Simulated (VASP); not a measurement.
# SnTe (R-3m) in VASP: further runs

The runs below take SnTe through single point, with PBEsol.

All numbers are computed with VASP 6.6.1; they aren't measurements. Logs are shortened: lines on timing, memory, paths and dates and some standing lists are left out, and cuts for length are marked.

## Step 1: The cell of the first run

Symmetry: R-3m, No. 166, trigonal system. The conventional cell has a = 4.509 Å, b = 4.509 Å, c = 10.716 Å, α = 90.00°, β = 90.00°, γ = 120.00°. Within 4.2 Å of Sn (site symmetry -3m) lie 6 Te at 3.16 Å. Te (site symmetry -3m) has 6 Sn at 3.16 Å within 4.2 Å.

## Step 2: Single point, PBEsol (equal xy, yz and zx shear strains of -2 %)

Contents of INCAR:

```
SYSTEM = SnTe
PREC = Accurate
ENCUT = 520
EDIFF = 1E-6
ISMEAR = -1
SIGMA = 0.08
LREAL = .False.
LASPH = .True.
NELM = 60
ALGO = Normal
ISIF = 2
LWAVE = .False.
LCHARG = .False.
GGA = PS
NBANDS = 17
```

Contents of KPOINTS:

```
Automatic mesh
0
Gamma
  11 11 11
  0 0 0
```

Contents of POSCAR:

```
SnTe
1.0
   -0.0631300000      3.1249350000      3.1249350000
    3.1249350000     -0.0631300000      3.1249350000
    3.1249350000      3.1249350000     -0.0631300000
Sn Te
1 1
Direct
    0.0000000000      0.0000000000      0.0000000000
    0.5000000000      0.5000000000      0.5000000000
```

Potentials or basis: VASP PAW PBE potentials, release 64 (Sn_d, Te).

Run with:

```
$ cat potpaw_PBE.64/Sn_d/POTCAR potpaw_PBE.64/Te/POTCAR > POTCAR
$ mpirun -np 1 vasp_std > vasp.out
```

OUTCAR:

```text
SYSTEM = SnTe
   PREC = Accurate
   ENCUT = 520
   EDIFF = 1E-6
   ISMEAR = -1
   LREAL = .False.
   LASPH = .True.
   NELM = 60
   ISIF = 2
   GGA = PS

 ion  position               nearest neighbor table
   1  0.000  0.000  0.000-   2 3.16   2 3.16   2 3.16   2 3.16   2 3.16   2 3.16
   2  0.500  0.500  0.500-   1 3.16   1 3.16   1 3.16   1 3.16   1 3.16   1 3.16

  LATTYP: Found a trigonal (rhomboedric) cell.
 ALAT       =     4.4197763411
 COS(alpha) =     0.4797000918

  Lattice vectors:

 A1 = (  -0.0631300000,   3.1249350000,   3.1249350000)
 A2 = (   3.1249350000,  -0.0631300000,   3.1249350000)
 A3 = (   3.1249350000,   3.1249350000,  -0.0631300000)

Analysis of symmetry for initial positions (statically):
=====================================================================
 Subroutine PRICEL returns:
 Original cell was already a primitive cell.

 Routine SETGRP: Setting up the symmetry group for a
 trigonal (rhombohedral) supercell.

 Subroutine GETGRP returns: Found 12 space group operations
 (whereof 12 operations were pure point group operations)
 out of a pool of 12 trial point group operations.

The static configuration has the point symmetry D_3d.

Analysis of symmetry for dynamics (positions and initial velocities):
=====================================================================
 Subroutine PRICEL returns:
 Original cell was already a primitive cell.

 Routine SETGRP: Setting up the symmetry group for a
 trigonal (rhombohedral) supercell.

 Subroutine GETGRP returns: Found 12 space group operations
 (whereof 12 operations were pure point group operations)
 out of a pool of 12 trial point group operations.

The dynamic configuration has the point symmetry D_3d.

 Subroutine INISYM returns: Found 12 space group operations
 (whereof 12 operations are pure point group operations),
 and found     1 'primitive' translations

----------------------------------------------------------------------------------------

                                     Primitive cell

  volume of cell :      62.8805

  direct lattice vectors                    reciprocal lattice vectors
    -0.063130000  3.124935000  3.124935000    -0.155234589  0.158435302  0.158435302
     3.124935000 -0.063130000  3.124935000     0.158435302 -0.155234589  0.158435302
     3.124935000  3.124935000 -0.063130000     0.158435302  0.158435302 -0.155234589

  length of vectors
     4.419776341  4.419776341  4.419776341     0.272582588  0.272582588  0.272582588

  position of ions in fractional coordinates (direct lattice)
     0.000000000  0.000000000  0.000000000
     0.500000000  0.500000000  0.500000000

  ion indices of the primitive-cell ions
   primitive index   ion index
                 1           1
                 2           2

----------------------------------------------------------------------------------------

 KPOINTS: Automatic mesh

Automatic generation of k-mesh.
 Grid dimensions read from file:
 generate k-points for:   11   11   11

 Generating k-lattice:

  Cartesian coordinates                     Fractional coordinates (reciprocal lattice)
    -0.014112235  0.014403209  0.014403209     0.090909091  0.000000000  0.000000000
     0.014403209 -0.014112235  0.014403209     0.000000000  0.090909091  0.000000000
     0.014403209  0.014403209 -0.014112235     0.000000000  0.000000000  0.090909091

  Length of vectors
     0.024780235  0.024780235  0.024780235

  Shift w.r.t. Gamma in fractional coordinates (k-lattice)
     0.000000000  0.000000000  0.000000000

 Subroutine IBZKPT returns following result:
 ===========================================

 Found    146 irreducible k-points:

 Following reciprocal coordinates:
            Coordinates               Weight
  0.000000  0.000000  0.000000      1.000000
  0.090909  0.000000  0.000000      6.000000
  0.181818 -0.000000  0.000000      6.000000
  0.272727  0.000000 -0.000000      6.000000
  0.363636  0.000000 -0.000000      6.000000
  0.454545  0.000000  0.000000      6.000000
[... 16 lines left out ...]
 -0.272727  0.181818  0.000000     12.000000
 -0.181818  0.181818  0.000000      6.000000
 [... further k-points ...]
   k-points           NKPTS =    146   k-points in BZ     NKDIM =    146   number of bands    NBANDS=     17
   number of dos      NEDOS =    301   number of ions     NIONS =      2
   total plane-waves  NPLWV =  46656
   dimension x,y,z NGX =    36 NGY =   36 NGZ =   36
   dimension x,y,z NGXF=    72 NGYF=   72 NGZF=   72
   ions per type =               1   1
   NGX,Y,Z   is equivalent  to a cutoff of  13.54, 13.54, 13.54 a.u.
   NGXF,Y,Z  is equivalent  to a cutoff of  27.08, 27.08, 27.08 a.u.
 SYSTEM =  SnTe
   PREC   = accura    normal or accurate (medium, high low for compatibility)
   ISTART =      0    job   : 0-new  1-cont  2-samecut
   ICHARG =      2    charge: 1-file 2-atom 10-const
   ISPIN  =      1    spin polarized calculation?
   LNONCOLLINEAR =      F non collinear calculations
   LSORBIT =      F    spin-orbit coupling
   LASPH  =      T    aspherical Exc in radial PAW
   ENCUT  =  520.0 eV  38.22 Ry    6.18 a.u.   8.22  8.22  8.22*2*pi/ulx,y,z
   NELM   =     60;   NELMIN=  2; NELMDL= -5     # of ELM steps
   EDIFF  = 0.1E-05   stopping-criterion for ELM
   LREAL  =      F    real-space projection
   EDIFFG = 0.1E-04   stopping-criterion for IOM
   NSW    =      0    number of steps for IOM
   IBRION =     -1    ionic relax: 0-MD 1-quasi-New 2-CG
   NFREE  =      0    steps in history (QN), initial steepest desc. (CG)
   ISIF   =      2    stress and relaxation
   ISYM   =      2    0-nonsym 1-usesym 2-fastsym
   POTIM  = 0.5000    time-step for ionic-motion
   TEBEG  =    0.0;   TEEND  =   0.0 temperature during run
   PSTRESS=    0.0 pullay stress
   NELECT =      20.0000    total number of electrons
   NUPDOWN=      -1.0000    fix difference up-down
   EMIN   =  10.00;   EMAX   =-10.00  energy-range for DOS
   EFERMI =   0.00;   METHOD = LEGACY
   ISMEAR =    -1;   SIGMA  =   0.08  broadening in eV -4-tet -1-fermi 0-gaus
   EFERMI_NEDOS =   21; number of points for ismear=-14 and -15
   IALGO  =     38    algorithm
   IMIX   =      4    mixing-type and parameters
     AMIX     =   0.40;   BMIX     =  1.00
     AMIX_MAG =   1.60;   BMIX_MAG =  1.00
  volume/ion in A,a.u.               =      31.44       212.17
  Fermi-wavevector in a.u.,A,eV,Ry     =   1.117496  2.111762 16.990928  1.248798
  Thomas-Fermi vector in A             =   2.254120
   LORBIT       =      0    0 simple, 1 ext, 2 COOP (PROOUT), +10 PAW based schemes
   GGA     = PS    functional components
   LHFCALC =     F    Hartree Fock is set to
   AEXX    =    0.0000 exact exchange contribution
   IVDW    =     0    specifies the selected vdW correction
   LEPSILON=     F    determine dielectric tensor
   LRPA    =     F    only Hartree local field effects (RPA)
 non-spin polarized calculation
  energy-cutoff  :      520.00
  volume of cell :       62.88
 maximum number of plane-waves:      1729
 NGX is ok and might be reduce to    36
   NGX = 17   NGY = 17   NGZ = 17

 number of electron      20.0000000 magnetization

 Free energy of the ion-electron system (eV)
  ---------------------------------------------------
  ext. energy  EPLUGINS =         0.00000000
  ---------------------------------------------------
  free energy    TOTEN  =        -8.33519878 eV

  energy without entropy =       -8.33293507  energy(sigma->0) =       -8.33406693

 E-fermi :   6.7089     XC(G=0):  -9.6307

 val. band max:        6.5940688789   @ k =   0.4545   0.0000   0.0000
 cond. band min:       6.8105733997   @ k =   0.4545   0.4545   0.4545
 fundamental gap:      0.2165045207
 Fermi energy:         6.7089412259

 k-point     1 :       0.0000    0.0000    0.0000
  band No.  band energies     occupation
      1     -15.0385      2.00000
      2     -15.0385      2.00000
      3     -15.0322      2.00000
      4     -15.0316      2.00000
      5     -15.0316      2.00000
      6      -6.0397      2.00000
[... 9 lines left out ...]
     16      11.7351      0.00000
     17      13.4546      0.00000

 k-point     2 :       0.0909    0.0000    0.0000
  band No.  band energies     occupation
      1     -15.0390      2.00000
      2     -15.0387      2.00000
      3     -15.0318      2.00000
      4     -15.0314      2.00000
      5     -15.0310      2.00000
      6      -5.9709      2.00000
[... 9 lines left out ...]
     16      11.8713      0.00000
     17      14.0386      0.00000

 k-point     3 :       0.1818   -0.0000    0.0000
  band No.  band energies     occupation
      1     -15.0402      2.00000
      2     -15.0394      2.00000
      3     -15.0312      2.00000
      4     -15.0303      2.00000
      5     -15.0297      2.00000
      6      -5.7706      2.00000
[... 9 lines left out ...]
     16      12.3503      0.00000
     17      15.3122      0.00000

 k-point     4 :       0.2727    0.0000   -0.0000
  band No.  band energies     occupation
      1     -15.0419      2.00000
      2     -15.0406      2.00000
      3     -15.0308      2.00000
      4     -15.0284      2.00000
      5     -15.0278      2.00000
      6      -5.4616      2.00000
[... 9 lines left out ...]
     16      13.1334      0.00000
     17      16.8458      0.00000
[... 343 lines left out ...]
      1     -15.0453      2.00000
      2     -15.0416      2.00000
      3     -15.0289      2.00000
      4     -15.0262      2.00000
      5     -15.0254      2.00000
      6      -4.7484      2.00000
[... 9 lines left out ...]
     16      14.0216      0.00000
     17      16.8568      0.00000

 k-point    23 :      -0.2727    0.1818    0.0000
  band No.  band energies     occupation
      1     -15.0433      2.00000
      2     -15.0419      2.00000
      3     -15.0292      2.00000
      4     -15.0274      2.00000
      5     -15.0263      2.00000
      6      -5.0403      2.00000
[... 9 lines left out ...]
     16      15.1270      0.00000
     17      15.7458      0.00000

 k-point    24 :      -0.1818    0.1818    0.0000
  band No.  band energies     occupation
      1     -15.0416      2.00000
      2     -15.0414      2.00000
      3     -15.0302      2.00000
      4     -15.0289      2.00000
      5     -15.0270      2.00000
      6      -5.3650      2.00000
[... 9 lines left out ...]
     16      14.4391      0.00000
     17      14.6677      0.00000

 [... further k-points ...]

------------------------ aborting loop because EDIFF is reached ----------------------------------------

  FORCE on cell =-STRESS in cart. coord.  units (eV):
  Direction    XX          YY          ZZ          XY          YZ          ZX
  --------------------------------------------------------------------------------------
  -------------------------------------------------------------------------------------
  Total       -0.2198379     -0.2198379     -0.2198379      0.1232755      0.1232755      0.1232755
  in kB       -5.6014045     -5.6014045     -5.6014045      3.1410233      3.1410233      3.1410233
  external PRESSURE =      -5.6014045 kB  Pullay stress =       0.0000000 kB

 VOLUME and BASIS-vectors are now :
 -----------------------------------------------------------------------------
  energy-cutoff  :      520.00
  volume of cell :       62.88
      direct lattice vectors                 reciprocal lattice vectors
    -0.063130000  3.124935000  3.124935000    -0.155234589  0.158435302  0.158435302
     3.124935000 -0.063130000  3.124935000     0.158435302 -0.155234589  0.158435302
     3.124935000  3.124935000 -0.063130000     0.158435302  0.158435302 -0.155234589

 POSITION                                       TOTAL-FORCE (eV/Angst)
 -----------------------------------------------------------------------------------
      0.00000      0.00000      0.00000         0.000000     -0.000000      0.000000
      3.09337      3.09337      3.09337        -0.000000      0.000000     -0.000000
 -----------------------------------------------------------------------------------
    total drift:                               -0.000000      0.000000      0.000000

  FREE ENERGIE OF THE ION-ELECTRON SYSTEM (eV)
  ---------------------------------------------------
  free  energy   TOTEN  =        -8.3351987819 eV

  energy  without entropy=       -8.3329350735  energy(sigma->0) =       -8.33406693
```

It took 1.9 min on 1 thread of AMD EPYC 9R14 (Zen 4), shared host; peak memory 0.29 GiB.

Results:

```yaml
Free_energy: -8.3352 eV
Pressure: -0.6 GPa
Band_gap_on_the_k_mesh: 0.22 eV (least direct gap 0.41 eV)
```

Levels at points of the mesh, in eV from the valence-band top:
| k point | band 6 | band 7 | band 8 | band 9 | band 10 | band 11 | band 12 | band 13 | band 14 | band 15 |
| --- | --- | --- | --- | --- | --- | --- | --- | --- | --- | --- |
| (0.00, 0.00, 0.00) | -12.63 | -4.59 | -2.06 | -2.06 | -1.79 | 3.41 | 3.50 | 3.50 | 4.75 | 4.75 |

Caveat: the cell differs from its parent crystal (equal xy, yz and zx shear strains of -2 %); the PAW data sets were made with another functional, which shifts forces and pressure a little; spin-orbit coupling is left out, which moves the levels of the heavy elements; an odd mesh through Γ misses points on the zone boundary, where band edges can lie.

## Step 3: Single point, PBEsol (equal xy, yz and zx shear strains of -1 %)

Contents of INCAR:

```
SYSTEM = SnTe
  PREC = Accurate
  ENCUT = 520
  EDIFF = 1E-6
  ISMEAR = -1
  SIGMA = 0.08
  LREAL = .FALSE.
  LASPH = .TRUE.
  NELM = 80
  ALGO = Normal
  ISIF = 2
  LWAVE = .FALSE.
  LCHARG = .FALSE.
  GGA = PS
  NBANDS = 17
```

Contents of KPOINTS:

```
regular mesh
0
G
  11 11 11
  0 0 0
```

Contents of POSCAR:

```
SnTe
1.0
   -0.0315650000      3.1407175000      3.1407175000
    3.1407175000     -0.0315650000      3.1407175000
    3.1407175000      3.1407175000     -0.0315650000
Sn Te
1 1
Direct
    0.0000000000      0.0000000000      0.0000000000
    0.5000000000      0.5000000000      0.5000000000
```

Potentials or basis: VASP PAW PBE potentials, release 64 (Sn_d, Te).

Run with:

```
$ cat potpaw_PBE.64/Sn_d/POTCAR potpaw_PBE.64/Te/POTCAR > POTCAR
$ mpirun -np 1 vasp_std > vasp.out
```

Run time: 1.9 min. Hardware: 1 thread of AMD EPYC 9R14 (Zen 4), shared host; peak memory 0.28 GiB.

It converged, with:

```yaml
Free_energy: -8.3380 eV
Pressure: -0.6 GPa
Band_gap_on_the_k_mesh: 0.32 eV (least direct gap 0.42 eV)
```

Stress tensor (GPa, compression positive):
```
-0.56  0.16  0.16
 0.16 -0.56  0.16
 0.16  0.16 -0.56
```

Levels at points of the mesh, in eV from the valence-band top:
```
           k point  band 8  band 9  band 10  band 11  band 12  band 13
(0.00, 0.00, 0.00)   -2.00   -2.00    -1.86     3.46     3.50     3.50
```

Caveat: the cell differs from its parent crystal (equal xy, yz and zx shear strains of -1 %); the PAW data sets were made with another functional, which shifts forces and pressure a little; spin-orbit coupling is left out, which moves the levels of the heavy elements; an odd mesh through Γ misses points on the zone boundary, where band edges can lie.
